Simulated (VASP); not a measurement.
# Te (P3_121) in VASP: a series of runs, part 2 of 2

VASP 6.6.1. Earlier steps stand in the parts before.

### 3 Relaxation of cell and atoms, BLYP

This run uses another cell than the first one, of 33.93 Å³/atom, 0.725 times its volume.

The input, INCAR:

```
AGGAC = 1.0
AGGAX = 1.0
ALDAC = 0.0
ALDAX = 1.0
ALGO = Normal
EDIFF = 1E-6
EDIFFG = -0.01
ENCUT = 600
GGA = B5
IBRION = 2
ISIF = 3
ISMEAR = -1
LASPH = True
LCHARG = False
LREAL = False
LWAVE = False
NELM = 80
NSW = 60
PREC = Accurate
SIGMA = 0.05
```

The input, KPOINTS:

```
k-points
0
Gamma
  7 7 5
```

The input, POSCAR:

```
Te
1.0
    4.4540000000      0.0000000000      0.0000000000
   -2.2270000000      3.8572771485      0.0000000000
    0.0000000000      0.0000000000      5.9240000000
Te
3
Direct
    0.7310000000      0.7310000000      0.0000000000
    0.0000000000      0.2690000000      0.6666666667
    0.2690000000      0.0000000000      0.3333333333
```

Potentials or basis: VASP PAW PBE potentials, release 64 (Te).

Run with:

```
$ cat potpaw_PBE.64/Te/POTCAR > POTCAR
$ mpirun -np 1 vasp_std > vasp.out
```

OUTCAR:

```text
EDIFF = 1E-6
   EDIFFG = -0.01
   ENCUT = 600
   GGA = B5
   IBRION = 2
   ISIF = 3
   ISMEAR = -1
   LASPH = True
   LREAL = False
   NELM = 80
   NSW = 60
   PREC = Accurate

 ion  position               nearest neighbor table
   1  0.731  0.731  0.000-   3 2.86   2 2.86   3 3.47   2 3.47   2 3.47   3 3.47
   2  0.000  0.269  0.667-   1 2.86   3 2.86   1 3.47   1 3.47   3 3.47   3 3.47
   3  0.269  0.000  0.333-   1 2.86   2 2.86   1 3.47   1 3.47   2 3.47   2 3.47

  LATTYP: Found a hexagonal cell.
 ALAT       =     4.4540000000
 C/A-ratio  =     1.3300404131

  Lattice vectors:

 A1 = (   4.4540000000,   0.0000000000,   0.0000000000)
 A2 = (  -2.2270000000,   3.8572771485,   0.0000000000)
 A3 = (   0.0000000000,   0.0000000000,   5.9240000000)

Analysis of symmetry for initial positions (statically):
=====================================================================
 Subroutine PRICEL returns:
 Original cell was already a primitive cell.

 Routine SETGRP: Setting up the symmetry group for a
 hexagonal supercell.

 Subroutine GETGRP returns: Found  6 space group operations
 (whereof  2 operations were pure point group operations)
 out of a pool of 24 trial point group operations.

The static configuration has the point symmetry C_2 .
 The point group associated with its full space group is D_3 .

Analysis of symmetry for dynamics (positions and initial velocities):
=====================================================================
 Subroutine PRICEL returns:
 Original cell was already a primitive cell.

 Routine SETGRP: Setting up the symmetry group for a
 hexagonal supercell.

 Subroutine GETGRP returns: Found  6 space group operations
 (whereof  2 operations were pure point group operations)
 out of a pool of 24 trial point group operations.

The dynamic configuration has the point symmetry C_2 .
 The point group associated with its full space group is D_3 .

 Subroutine INISYM returns: Found  6 space group operations
 (whereof  2 operations are pure point group operations),
 and found     1 'primitive' translations

----------------------------------------------------------------------------------------

[... 121 lines left out ...]
   AEXX    =    0.0000 exact exchange contribution
   IVDW    =     0    specifies the selected vdW correction
   LEPSILON=     F    determine dielectric tensor
   LRPA    =     F    only Hartree local field effects (RPA)
 conjugate gradient relaxation of ions
 non-spin polarized calculation
  energy-cutoff  :      600.00
  volume of cell :      101.78
 maximum number of plane-waves:      3412
   NGX = 17   NGY = 17   NGZ = 23

--------------------------------------- Ionic step        1  -------------------------------------------

 number of electron      17.9999999 magnetization

 Free energy of the ion-electron system (eV)
  ---------------------------------------------------
  ext. energy  EPLUGINS =         0.00000000
  ---------------------------------------------------
  free energy    TOTEN  =        -7.49111202 eV

  energy without entropy =       -7.49103695  energy(sigma->0) =       -7.49107448

 E-fermi :   6.5769     XC(G=0):  -8.4523

 val. band max:        6.2192741251   @ k =   0.2857   0.2857   0.4000
 cond. band min:       6.8877765451   @ k =   0.0000   0.0000   0.4000
 fundamental gap:      0.6685024200
 Fermi energy:         6.5769288152

 k-point     1 :       0.0000    0.0000    0.0000
  band No.  band energies     occupation
      1      -7.2226      2.00000
      2      -3.9536      2.00000
      3      -3.9536      2.00000
      4       3.3439      2.00000
      5       3.6503      2.00000
      6       3.6503      2.00000
      7       4.7320      2.00000
      8       4.7320      2.00000
      9       5.5277      2.00000
     10       7.3734      0.00000
     11       7.3734      0.00000
     12       7.9858      0.00000
     13      11.5726      0.00000
[... 472 lines left out ...]
  FREE ENERGIE OF THE ION-ELECTRON SYSTEM (eV)
  ---------------------------------------------------
  free  energy   TOTEN  =        -7.6668168179 eV

  energy  without entropy=       -7.6666882335  energy(sigma->0) =       -7.66675253

[... ionic steps 4 to 24 ...]

--------------------------------------- Ionic step       25  -------------------------------------------

 number of electron      17.9999999 magnetization

------------------------ aborting loop because EDIFF is reached ----------------------------------------
[... 69 lines left out ...]
--------------------------------------- Ionic step       27  -------------------------------------------

 number of electron      17.9999999 magnetization

 Free energy of the ion-electron system (eV)
  ---------------------------------------------------
  ext. energy  EPLUGINS =         0.00000000
  ---------------------------------------------------
  free energy    TOTEN  =        -7.78946815 eV

  energy without entropy =       -7.78946541  energy(sigma->0) =       -7.78946678

 E-fermi :   3.3783     XC(G=0):  -7.0816

 val. band max:        2.8429771143   @ k =   0.0000   0.4286   0.4000
 cond. band min:       3.9395765460   @ k =   0.2857   0.2857   0.4000
 fundamental gap:      1.0965994317
 Fermi energy:         3.3783436216

 k-point     1 :       0.0000    0.0000    0.0000
  band No.  band energies     occupation
      1      -9.5092      2.00000
      2      -6.7962      2.00000
      3      -6.7962      2.00000
      4       0.0274      2.00000
      5       0.0274      2.00000
      6       0.2861      2.00000
      7       1.6141      2.00000
      8       1.6141      2.00000
      9       2.6394      2.00000
     10       4.3016      0.00000
     11       4.3016      0.00000
     12       4.6398      0.00000
     13       7.9635      0.00000
[... 398 lines left out ...]
  FREE ENERGIE OF THE ION-ELECTRON SYSTEM (eV)
  ---------------------------------------------------
  free  energy   TOTEN  =        -7.7894681498 eV

  energy  without entropy=       -7.7894654129  energy(sigma->0) =       -7.78946678

 reached required accuracy - stopping structural energy minimisation
```

OSZICAR:

```text
N       E                     dE             d eps       ncg     rms          rms(c)
DAV:   1     0.903172894075E+02    0.90317E+02   -0.72721E+03   832   0.125E+03
DAV:   2    -0.110230937607E+01   -0.91420E+02   -0.88118E+02  1108   0.163E+02
DAV:   3    -0.738977743262E+01   -0.62875E+01   -0.62251E+01  1012   0.487E+01
DAV:   4    -0.751254171246E+01   -0.12276E+00   -0.12255E+00   995   0.818E+00
[... 218 lines left out ...]
       N       E                     dE             d eps       ncg     rms          rms(c)
DAV:   1    -0.778964208156E+01   -0.20693E-03   -0.38859E-03   832   0.300E-01    0.610E-02
DAV:   2    -0.778951805990E+01    0.12402E-03   -0.18386E-04   882   0.784E-02    0.299E-02
DAV:   3    -0.778946853275E+01    0.49527E-04   -0.12164E-04   837   0.504E-02    0.199E-02
DAV:   4    -0.778946814976E+01    0.38299E-06   -0.26463E-06   926   0.104E-02
  27 F= -.77894681E+01 E0= -.77894668E+01  d E =-.272745E-04
```

Wall time 11 min (1 thread of Intel Xeon 6975P-C (Granite Rapids), shared host); peak memory 0.27 GiB.

What came out:

* Free energy: -7.7895 eV
* Relaxed volume: 46.67 Å³/atom
* Relaxed cell: a = 5.225 Å, b = 5.225 Å, c = 5.922 Å, α = 90.00°, β = 90.00°, γ = 120.00°
* Space group after relaxing (to 0.05 Å): P3_121 (No. 152)
* Energy gained by relaxing: 99.5 meV/atom
* Ionic steps: 27
* Pressure after relaxing: 0.0 GPa
* Band gap on the k mesh: 1.10 eV, indirect (least direct gap 1.18 eV)

The path:
```
step  energy change (eV)  largest force (eV/Å)  pressure (GPa)  volume (Å³)
   1              0.0000                0.2605            5.36       101.78
   2             -0.1375                0.4546           -1.67       119.44
   3             -0.1757                0.2600            0.13       113.16
   4             -0.1930                0.2502            0.12       114.18
   5             -0.2329                0.2058            0.22       117.17
   6             -0.2622                0.0109            0.90       122.89
   7             -0.2752                0.1106            0.30       126.69
   8             -0.2795                0.2045           -0.21       130.41
   9             -0.2860                0.1590           -0.13       131.48
  10             -0.2953                0.0413            0.08       133.94
  11             -0.2872                0.2608            0.60       138.94
  12             -0.2968                0.0366            0.21       135.30
  13             -0.2976                0.0206           -0.08       137.61
  14             -0.2977                0.0046            0.00       136.96
  15             -0.2977                0.0034            0.00       136.92
  16             -0.2978                0.0055            0.00       137.11
  17             -0.2980                0.0116           -0.01       137.67
  18             -0.2982                0.0233           -0.04       138.79
  19             -0.2982                0.0085            0.01       138.84
  20             -0.2982                0.0070            0.02       138.85
  21             -0.2982                0.0044            0.03       138.86
  22             -0.2983                0.0015            0.03       139.05
  23             -0.2983                0.0052            0.04       139.49
  24             -0.2983                0.0192            0.05       140.37
  25             -0.2983                0.0103            0.04       139.80
  26             -0.2983                0.0133           -0.05       140.29
  27             -0.2984                0.0004           -0.01       140.02
```

Final structure:
```cif
data_structure
_symmetry_space_group_name_H-M 'P 1'
_symmetry_Int_Tables_number 1
_cell_length_a 5.2254
_cell_length_b 5.2254
_cell_length_c 5.9216
_cell_angle_alpha 90.000
_cell_angle_beta 90.000
_cell_angle_gamma 120.000
_cell_volume 140.02
loop_
_atom_site_label
_atom_site_type_symbol
_atom_site_fract_x
_atom_site_fract_y
_atom_site_fract_z
_atom_site_occupancy
Te1 Te 0.77417 0.77417 0.00000 1
Te2 Te 0.00000 0.22583 0.66667 1
Te3 Te 0.22583 0.00000 0.33333 1
```

Caveat: the volume moved by over 15 % at a fixed basis, so the end points are rough; the PAW data sets were made with another functional, which shifts forces and pressure a little; spin-orbit coupling is left out, which moves the levels of the heavy elements; the volume moved by +38 % from the deposited cell, more than functionals usually miss.

### 4 Single point, PBEsol

This run uses another cell than the first one, of 28.83 Å³/atom, 0.616 times its volume.

The input, INCAR:

```
ALGO = Normal ; EDIFF = 1E-6
ENCUT = 520 ; GGA = PS
ISIF = 2 ; ISMEAR = -1
LASPH = T ; LCHARG = T
LELF = T ; LREAL = F
LVHAR = T ; LWAVE = F
NBANDS = 16 ; NELM = 60
PREC = Accurate ; SIGMA = 0.05
```

KPOINTS is that of step 3.

The input, POSCAR:

```
Te
1.0
    4.0967598389      0.0000000000      0.0000000000
   -2.0483799194      3.5478980937      0.0000000000
    0.0000000000      0.0000000000      5.9510631611
Te
3
Direct
    0.6987898873      0.6987898873      0.0000000000
    0.0000000000      0.3012101127      0.6666666667
    0.3012101127      0.0000000000      0.3333333333
```

Run with:

```
$ cat potpaw_PBE.64/Te/POTCAR > POTCAR
$ mpirun -np 1 vasp_std > vasp.out
```

Run time: 31 s. Hardware: 1 thread of Intel Xeon Platinum 8488C (Sapphire Rapids), shared host; peak memory 0.2 GiB.

Results (log left out):

* Free energy: -10.4438 eV
* Pressure: 5.1 GPa
* Largest force: 0.014 eV/Å
* Band gap on the k mesh: 0.31 eV, indirect (least direct gap 0.42 eV)

Forces in eV/Å, atoms in the order of the input:
```
Te  -0.007 -0.012  0.000
Te  -0.007  0.012  0.000
Te   0.014  0.000  0.000
```

Stress tensor (GPa, compression positive):
```
5.06 0.00 0.00
0.00 5.06 0.00
0.00 0.00 5.14
```

Levels at points of the mesh, in eV from the valence-band top:
```
           k point  band 6  band 7  band 8  band 9  band 10  band 11  band 12  band 13
(0.00, 0.00, 0.00)   -2.11   -1.60   -1.60   -1.20     1.43     1.43     2.29     4.81
```

Caveat: the PAW data sets were made with another functional, which shifts forces and pressure a little; spin-orbit coupling is left out, which moves the levels of the heavy elements.

### 5 Single point, PBEsol

This run uses another cell than the first one, of 30.51 Å³/atom, 0.652 times its volume.

The input, INCAR:

```
SYSTEM = Te
ALGO     = Normal         ! electronic algorithm
EDIFF    = 1E-6           ! SCF threshold, eV
ENCUT    = 520            ! plane-wave cutoff, eV
GGA      = PS             ! functional
ISIF     = 2              ! what is computed and relaxed
ISMEAR   = -1             ! smearing method
LASPH    = .TRUE.         ! aspherical terms in the spheres
LCHARG   = .FALSE.        ! write CHGCAR
LREAL    = .FALSE.        ! projectors in reciprocal space
LWAVE    = .FALSE.        ! write WAVECAR
NBANDS   = 16             ! bands
NELM     = 80             ! most SCF steps
PREC     = Accurate       ! precision mode
SIGMA    = 0.05           ! smearing width, eV
```

The input, KPOINTS:

```
k-points
0
G
  7 7 5
  0 0 0
```

The input, POSCAR:

```
Te
1.0
    4.2156998202      0.0000000000      0.0000000000
   -2.1078499101      3.6509031391      0.0000000000
    0.0000000000      0.0000000000      5.9470229579
Te
3
Direct
    0.7076586001      0.7076586001      0.0000000000
    0.0000000000      0.2923413999      0.6666666667
    0.2923413999      0.0000000000      0.3333333333
```

Run with:

```
$ cat potpaw_PBE.64/Te/POTCAR > POTCAR
$ mpirun -np 1 vasp_std > vasp.out
```

Run time: 31 s. Hardware: 1 thread of Intel Xeon Platinum 8488C (Sapphire Rapids), shared host; peak memory 0.22 GiB.

It converged, with:

```
Free energy            : -10.5510 eV
Pressure               : 2.1 GPa
Largest force          : 0.014 eV/Å
Band gap on the k mesh : 0.44 eV, indirect (least direct gap 0.52 eV)
```

Forces in eV/Å, atoms in the order of the input:
```
Te  -0.007 -0.013  0.000
Te  -0.007  0.013  0.000
Te   0.014  0.000  0.000
```

Stress tensor (GPa, compression positive):
```
2.03 0.00 0.00
0.00 2.03 0.00
0.00 0.00 2.12
```

Levels at points of the mesh, in eV from the valence-band top:
| k point | band 7 | band 8 | band 9 | band 10 | band 11 | band 12 |
| --- | --- | --- | --- | --- | --- | --- |
| (0.00, 0.00, 0.00) | -1.64 | -1.64 | -1.10 | 1.27 | 1.27 | 2.02 |

Caveat: the PAW data sets were made with another functional, which shifts forces and pressure a little; spin-orbit coupling is left out, which moves the levels of the heavy elements. A k mesh can miss the band edges.

### 6 Overview

| task | level | cell | cutoff (eV) | gap on the mesh (eV) | pressure (GPa) | largest force (eV/Å) |
| --- | --- | --- | --- | --- | --- | --- |
| single point | BLYP | a = 5.234, b = 5.234, c = 5.915 Å, angles 90.0, 90.0, 120.0°, 3 atoms | 520 | 1.11 | 0.1 | 0.05 |
| relaxation of cell and atoms | BLYP | relaxed from a = 4.454, b = 4.454, c = 5.924 Å, angles 90.0, 90.0, 120.0°, 3 atoms | 600 | 1.10 | 0.0 | - |
| single point | PBEsol | a = 4.097, b = 4.097, c = 5.951 Å, angles 90.0, 90.0, 120.0°, 3 atoms | 520 | 0.31 | 5.1 | 0.01 |
| single point | PBEsol | a = 4.216, b = 4.216, c = 5.947 Å, angles 90.0, 90.0, 120.0°, 3 atoms | 520 | 0.44 | 2.1 | 0.01 |

Alike in all rows: potentials or basis VASP PAW PBE potentials, release 64 (Te); no spin polarisation; k mesh 7 × 7 × 5; smearing fermi-dirac 0.05 eV.

Caveats: the PAW data sets were made with another functional, which shifts forces and pressure a little; spin-orbit coupling is left out, which moves the levels of the heavy elements; the volume moved by over 15 % at a fixed basis, so the end points are rough (some runs); the volume moved by +38 % from the deposited cell, more than functionals usually miss (some runs).

Absolute energies hang on the potentials; compare differences alone.
